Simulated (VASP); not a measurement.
# Sn8O16F (a cell with a defect) (F interstitial hop between voids) in VASP: settings compared

The runs below take Sn8O16F (a cell with a defect) (F interstitial hop between voids) through single point, with PBE, LDA.

Program: VASP 6.6.1. These are calculated values, not measurements. Logs are shortened: lines on timing, memory, paths and dates and some standing lists are left out, and cuts for length are marked.

## 1. The cell of the first run

The cell holds a defect, 25 atoms: a = 6.827 Å, b = 6.827 Å, c = 6.476 Å, α = 90.00°, β = 90.00°, γ = 90.00°.

## 2. Single point, PBE

Contents of INCAR:

```
SYSTEM = Sn8O16F
PREC = Accurate ; ENCUT = 520
EDIFF = 1E-6 ; ISMEAR = -1
SIGMA = 0.01 ; LREAL = Auto
LASPH = .TRUE. ; NELM = 60
ALGO = Normal ; ISIF = 2
LWAVE = .FALSE. ; LCHARG = .FALSE.
GGA = PE ; NBANDS = 126
NELECT = 216.0
```

Contents of KPOINTS:

```
Automatic mesh
0
Gamma
  1 1 1
  0.25 0.25 0.25
```

Contents of POSCAR:

```
Sn8O16F
1.0
    4.8274600300      4.8274600300      0.0000000000
   -4.8274600300      4.8274600300      0.0000000000
    0.0000000000      0.0000000000      6.4759066800
Sn O F
8 16 1
Direct
    0.0110357206      0.4897748475      0.2418574074
    0.5024389606     -0.0017516458      0.2462929253
    0.0083786297      0.0111649811      0.0120963757
    0.4987796864      0.4979473647      0.0027043317
    0.0070348589      0.5098154070      0.7471427924
    0.4975173249     -0.0099791608      0.7496014442
   -0.0076723577      0.0013282347      0.5051803804
    0.5124012389      0.4932605315      0.5012129051
    0.0020714827      0.8073373939      0.2555022921
    0.5367570076      0.3052195131      0.2543385940
   -0.0775680167      0.1893448096      0.2722716813
    0.5082489518      0.6884923913      0.2544703130
    0.3149367350     -0.0555835778     -0.0056804401
    0.8121736846      0.5008461976     -0.0035815834
    0.1976410978      0.5660820562     -0.0136414875
    0.6952388998     -0.0057061063     -0.0042770845
   -0.0059872065      0.8166126649      0.7519694524
    0.4977026190      0.2997999965      0.7551237598
    0.0027000741      0.1997299810      0.7545571982
    0.5130845174      0.6834496774      0.7455019411
    0.3026908542      0.0047072373      0.4953744948
    0.8176022122      0.5105985310      0.5005072124
    0.2025701909      0.4929721811      0.4946630886
    0.6843588511     -0.0168577263      0.5053818966
    0.2152321290      0.2498064184      0.1131324209
```

Potentials or basis: VASP PAW PBE potentials, release 64 (Sn_d, O, F).

Launch:

```console
$ cat potpaw_PBE.64/Sn_d/POTCAR potpaw_PBE.64/O/POTCAR potpaw_PBE.64/F/POTCAR > POTCAR
$ mpirun -np 1 vasp_std > vasp.out
```

OUTCAR:

```text
SYSTEM = Sn8O16F
   PREC = Accurate
   ENCUT = 520
   EDIFF = 1E-6
   ISMEAR = -1
   LREAL = Auto
   LASPH = .TRUE.
   NELM = 60
   ISIF = 2
   GGA = PE
   NELECT = 216.0

 ion  position               nearest neighbor table
   1  0.011  0.490  0.242-  14 2.09  23 2.10  22 2.14  11 2.15  15 2.15   9 2.17  25 2.31   5 3.21
                             5 3.28   3 3.59   4 3.67   7 3.75
   2  0.502  0.998  0.246-  16 2.09  24 2.09  13 2.11  10 2.11  21 2.11  12 2.12  25 2.75   6 3.22
                             6 3.26   3 3.70   7 3.74
   3  0.008  0.011  0.012-   9 2.10  19 2.11  16 2.14  13 2.15  17 2.15  11 2.16  25 2.25   7 3.20
                             7 3.29   1 3.59   2 3.70   6 3.75
   4  0.499  0.498  0.003-  12 2.09  20 2.09  18 2.10  10 2.11  15 2.11  14 2.14  25 2.67   8 3.23
                             8 3.25   1 3.67   6 3.74   5 3.74
   5  0.007  0.510  0.747-  22 2.06  15 2.06  14 2.09  17 2.10  23 2.11  19 2.12   1 3.21   1 3.28
                             7 3.70   8 3.74   4 3.74
   6  0.498  0.990  0.750-  24 2.03  13 2.04  16 2.09  20 2.10  18 2.12  21 2.12   2 3.22   2 3.26
                             7 3.73   4 3.74   3 3.75   8 3.75
   7  0.992  0.001  0.505-  17 2.04  11 2.04   9 2.09  24 2.11  19 2.11  21 2.12   3 3.20   3 3.29
                             5 3.70   6 3.73   2 3.74   1 3.75
   8  0.512  0.493  0.501-  20 2.05  10 2.06  12 2.08  22 2.09  18 2.11  23 2.12   4 3.23   4 3.25
                             5 3.74   6 3.75
   9  0.002  0.807  0.256-   7 2.09   3 2.10   1 2.17
  10  0.537  0.305  0.254-   8 2.06   2 2.11   4 2.11
  11  0.922  0.189  0.272-   7 2.04   1 2.15   3 2.16
  12  0.508  0.688  0.254-   8 2.08   4 2.09   2 2.12
  13  0.315  0.944  0.994-   6 2.04   2 2.11   3 2.15
  14  0.812  0.501  0.996-   1 2.09   5 2.09   4 2.14
[... 8 lines left out ...]
  23  0.203  0.493  0.495-   1 2.10   5 2.11   8 2.12
  24  0.684  0.983  0.505-   6 2.03   2 2.09   7 2.11
  25  0.215  0.250  0.113-   3 2.25   1 2.31   4 2.67   2 2.75

  LATTYP: Found a simple tetragonal cell.
 ALAT       =     6.8270594462
 C/A-ratio  =     0.9485645659

  Lattice vectors:

 A1 = (   4.8274600300,   4.8274600300,   0.0000000000)
 A2 = (  -4.8274600300,   4.8274600300,   0.0000000000)
 A3 = (   0.0000000000,   0.0000000000,   6.4759066800)

Analysis of symmetry for initial positions (statically):
=====================================================================
 Subroutine PRICEL returns:
 Original cell was already a primitive cell.

 Routine SETGRP: Setting up the symmetry group for a
 simple tetragonal supercell.

 Subroutine GETGRP returns: Found  1 space group operations
 (whereof  1 operations were pure point group operations)
 out of a pool of 16 trial point group operations.

The static configuration has the point symmetry C_1 .

Analysis of symmetry for dynamics (positions and initial velocities):
=====================================================================
 Subroutine PRICEL returns:
 Original cell was already a primitive cell.

 Routine SETGRP: Setting up the symmetry group for a
 simple tetragonal supercell.

 Subroutine GETGRP returns: Found  1 space group operations
 (whereof  1 operations were pure point group operations)
 out of a pool of 16 trial point group operations.

The dynamic configuration has the point symmetry C_1 .

 Subroutine INISYM returns: Found  1 space group operations
 (whereof  1 operations are pure point group operations),
 and found     1 'primitive' translations

----------------------------------------------------------------------------------------

                                     Primitive cell

  volume of cell :     301.8339

  direct lattice vectors                    reciprocal lattice vectors
     4.827460030  4.827460030  0.000000000     0.103574136  0.103574136  0.000000000
    -4.827460030  4.827460030  0.000000000    -0.103574136  0.103574136  0.000000000
     0.000000000  0.000000000  6.475906680     0.000000000  0.000000000  0.154418532

  length of vectors
     6.827059446  6.827059446  6.475906680     0.146475947  0.146475947  0.154418532

  position of ions in fractional coordinates (direct lattice)
     0.011035721  0.489774848  0.241857407
     0.502438961  0.998248354  0.246292925
     0.008378630  0.011164981  0.012096376
     0.498779686  0.497947365  0.002704332
     0.007034859  0.509815407  0.747142792
     0.497517325  0.990020839  0.749601444
[... 17 lines left out ...]
     0.684358851  0.983142274  0.505381897
     0.215232129  0.249806418  0.113132421

  ion indices of the primitive-cell ions
   primitive index   ion index
                 1           1
                 2           2
                 3           3
                 4           4
                 5           5
                 6           6
[... 17 lines left out ...]
                24          24
                25          25

----------------------------------------------------------------------------------------

 KPOINTS: Automatic mesh

Automatic generation of k-mesh.
 Grid dimensions read from file:
 generate k-points for:    1    1    1

 Generating k-lattice:

  Cartesian coordinates                     Fractional coordinates (reciprocal lattice)
     0.103574136  0.103574136  0.000000000     1.000000000  0.000000000  0.000000000
    -0.103574136  0.103574136  0.000000000     0.000000000  1.000000000  0.000000000
     0.000000000  0.000000000  0.154418532     0.000000000  0.000000000  1.000000000

  Length of vectors
     0.146475947  0.146475947  0.154418532

  Shift w.r.t. Gamma in fractional coordinates (k-lattice)
     0.250000000  0.250000000  0.250000000

 Subroutine IBZKPT returns following result:
 ===========================================

 Found      4 irreducible k-points:

 Following reciprocal coordinates:
            Coordinates               Weight
  0.250000  0.250000  0.250000      2.000000
 -0.250000  0.250000  0.250000      2.000000
 -0.250000 -0.250000  0.250000      2.000000
  0.250000 -0.250000  0.250000      2.000000
   k-points           NKPTS =      4   k-points in BZ     NKDIM =      4   number of bands    NBANDS=    126
   number of dos      NEDOS =    301   number of ions     NIONS =     25
   total plane-waves  NPLWV = 139968
   dimension x,y,z NGX =    54 NGY =   54 NGZ =   48
   dimension x,y,z NGXF=   108 NGYF=  108 NGZF=   96
   ions per type =               8  16   1
   NGX,Y,Z   is equivalent  to a cutoff of  13.15, 13.15, 12.32 a.u.
   NGXF,Y,Z  is equivalent  to a cutoff of  26.30, 26.30, 24.64 a.u.
 SYSTEM =  Sn8O16F
   PREC   = accura    normal or accurate (medium, high low for compatibility)
   ISTART =      0    job   : 0-new  1-cont  2-samecut
   ICHARG =      2    charge: 1-file 2-atom 10-const
   ISPIN  =      1    spin polarized calculation?
   LNONCOLLINEAR =      F non collinear calculations
   LSORBIT =      F    spin-orbit coupling
   LASPH  =      T    aspherical Exc in radial PAW
   ENCUT  =  520.0 eV  38.22 Ry    6.18 a.u.  12.69 12.69 12.04*2*pi/ulx,y,z
   NELM   =     60;   NELMIN=  2; NELMDL= -5     # of ELM steps
   EDIFF  = 0.1E-05   stopping-criterion for ELM
   LREAL  =      T    real-space projection
   EDIFFG = 0.1E-04   stopping-criterion for IOM
   NSW    =      0    number of steps for IOM
   IBRION =     -1    ionic relax: 0-MD 1-quasi-New 2-CG
   NFREE  =      0    steps in history (QN), initial steepest desc. (CG)
   ISIF   =      2    stress and relaxation
   ISYM   =      2    0-nonsym 1-usesym 2-fastsym
   POTIM  = 0.5000    time-step for ionic-motion
   TEBEG  =    0.0;   TEEND  =   0.0 temperature during run
   PSTRESS=    0.0 pullay stress
   NELECT =     216.0000    total number of electrons
   NUPDOWN=      -1.0000    fix difference up-down
   EMIN   =  10.00;   EMAX   =-10.00  energy-range for DOS
   EFERMI =   0.00;   METHOD = LEGACY
   ISMEAR =    -1;   SIGMA  =   0.01  broadening in eV -4-tet -1-fermi 0-gaus
   EFERMI_NEDOS =   21; number of points for ismear=-14 and -15
   IALGO  =     38    algorithm
   IMIX   =      4    mixing-type and parameters
     AMIX     =   0.40;   BMIX     =  1.00
     AMIX_MAG =   1.60;   BMIX_MAG =  1.00
  volume/ion in A,a.u.               =      12.07        81.48
  Fermi-wavevector in a.u.,A,eV,Ry     =   1.464323  2.767168 29.174165  2.144241
  Thomas-Fermi vector in A             =   2.580312
   LORBIT       =      0    0 simple, 1 ext, 2 COOP (PROOUT), +10 PAW based schemes
   GGA     = PE    functional components
   LHFCALC =     F    Hartree Fock is set to
   AEXX    =    0.0000 exact exchange contribution
   IVDW    =     0    specifies the selected vdW correction
   LEPSILON=     F    determine dielectric tensor
   LRPA    =     F    only Hartree local field effects (RPA)
 non-spin polarized calculation
  energy-cutoff  :      520.00
  volume of cell :      301.83
 maximum number of plane-waves:      8114
 NGX is ok and might be reduce to    50
   NGX = 25   NGY = 25   NGZ = 25

 number of electron     216.0000067 magnetization

 Free energy of the ion-electron system (eV)
  ---------------------------------------------------
  ext. energy  EPLUGINS =         0.00000000
  ---------------------------------------------------
  free energy    TOTEN  =      -143.58182777 eV

  energy without entropy =     -143.58182777  energy(sigma->0) =     -143.58182777

 E-fermi :   6.1405     XC(G=0): -11.2120

 val. band max:        5.8996056696   @ k =   0.2500   0.2500   0.2500
 cond. band min:       8.3341044707   @ k =  -0.2500   0.2500   0.2500
 fundamental gap:      2.4344988011
 Fermi energy:         6.1404756569

 k-point     1 :       0.2500    0.2500    0.2500
  band No.  band energies     occupation
      1     -15.9797      2.00000
      2     -15.2444      2.00000
      3     -15.2018      2.00000
      4     -15.1554      2.00000
      5     -15.1424      2.00000
      6     -15.0512      2.00000
[... 112 lines left out ...]
    119      13.1762      0.00000
    120      13.3715      0.00000

 k-point     2 :      -0.2500    0.2500    0.2500
  band No.  band energies     occupation
      1     -15.9797      2.00000
      2     -15.2456      2.00000
      3     -15.2055      2.00000
      4     -15.1607      2.00000
      5     -15.1314      2.00000
      6     -15.0501      2.00000
[... 112 lines left out ...]
    119      13.2190      0.00000
    120      13.3344      0.00000

 k-point     3 :      -0.2500   -0.2500    0.2500
  band No.  band energies     occupation
      1     -15.9796      2.00000
      2     -15.2402      2.00000
      3     -15.2111      2.00000
      4     -15.1573      2.00000
      5     -15.1327      2.00000
      6     -15.0626      2.00000
[... 112 lines left out ...]
    119      13.1761      0.00000
    120      13.3448      0.00000

 k-point     4 :       0.2500   -0.2500    0.2500
  band No.  band energies     occupation
      1     -15.9796      2.00000
      2     -15.2383      2.00000
      3     -15.2069      2.00000
      4     -15.1561      2.00000
      5     -15.1423      2.00000
      6     -15.0594      2.00000
[... 112 lines left out ...]
    119      13.1991      0.00000
    120      13.3305      0.00000
 [bands above 120 left out]

------------------------ aborting loop because EDIFF is reached ----------------------------------------

  FORCE on cell =-STRESS in cart. coord.  units (eV):
  Direction    XX          YY          ZZ          XY          YZ          ZX
  --------------------------------------------------------------------------------------
  -------------------------------------------------------------------------------------
  Total       17.7136831     17.7240536     16.4184166     -0.1237491     -1.8822042     -0.0561920
  in kB       94.0267669     94.0818146     87.1513067     -0.6568778     -9.9910097     -0.2982750
  external PRESSURE =      91.7532961 kB  Pullay stress =       0.0000000 kB

 VOLUME and BASIS-vectors are now :
 -----------------------------------------------------------------------------
  energy-cutoff  :      520.00
  volume of cell :      301.83
      direct lattice vectors                 reciprocal lattice vectors
     4.827460030  4.827460030  0.000000000     0.103574136  0.103574136  0.000000000
    -4.827460030  4.827460030  0.000000000    -0.103574136  0.103574136  0.000000000
     0.000000000  0.000000000  6.475906680     0.000000000  0.000000000  0.154418532

 POSITION                                       TOTAL-FORCE (eV/Angst)
 -----------------------------------------------------------------------------------
     -2.31109      2.41764      1.56625        -0.017378      0.009252      0.006595
     -2.39350      7.24451      1.59497         0.006165      0.000244      0.000936
     -0.01345      0.09435      0.07834         0.011055     -0.039339     -0.018089
      0.00402      4.81166      0.01751        -0.011475      0.030738      0.012605
     -2.42715      2.49507      4.83843        -0.017178     -0.014080     -0.012675
     -2.37754      7.18103      4.85435         0.002669     -0.008423     -0.015323
[... 17 lines left out ...]
     -1.44237      8.04980      3.27281         0.007799      0.050215      0.002531
     -0.16691      2.24495      0.73264         0.003752      0.026483      0.016401
 -----------------------------------------------------------------------------------
    total drift:                                0.005013     -0.004481     -0.000354

  FREE ENERGIE OF THE ION-ELECTRON SYSTEM (eV)
  ---------------------------------------------------
  free  energy   TOTEN  =      -143.5818277738 eV

  energy  without entropy=     -143.5818277737  energy(sigma->0) =     -143.58182777
```

It took 6.5 min on 1 thread of Intel Xeon Platinum 8488C (Sapphire Rapids), shared host; peak memory 0.39 GiB.

Results:

```
Free energy   : -143.5818 eV
Largest force : 0.078 eV/Å
```

Forces on the atoms (eV/Å):
```
Sn  -0.017  0.009  0.007
Sn   0.006  0.000  0.001
Sn   0.011 -0.039 -0.018
Sn  -0.011  0.031  0.013
Sn  -0.017 -0.014 -0.013
Sn   0.003 -0.008 -0.015
Sn   0.012 -0.010  0.012
Sn   0.002  0.009 -0.008
O    0.005 -0.028 -0.002
O    0.019 -0.016 -0.008
O   -0.034  0.010  0.000
O    0.002  0.013  0.009
O   -0.019 -0.023 -0.039
O   -0.025 -0.072 -0.016
O    0.020  0.001  0.035
O    0.039  0.029  0.002
O    0.000 -0.009  0.009
O    0.034 -0.028 -0.027
O   -0.004  0.033 -0.004
O   -0.001  0.024  0.026
O   -0.023 -0.009  0.000
O   -0.008  0.003  0.011
O   -0.004  0.019  0.008
O    0.008  0.050  0.003
F    0.004  0.026  0.016
```

Caveat: the k points lie up to 0.97 Å⁻¹ apart; the cell carries a net charge on a neutralising background, which shifts energy and pressure; the cell is charged against a uniform background, so pressure and absolute levels hang on convention; spin-orbit coupling is left out, which moves the levels of the heavy elements.

(Continued in part 2 of 3.)
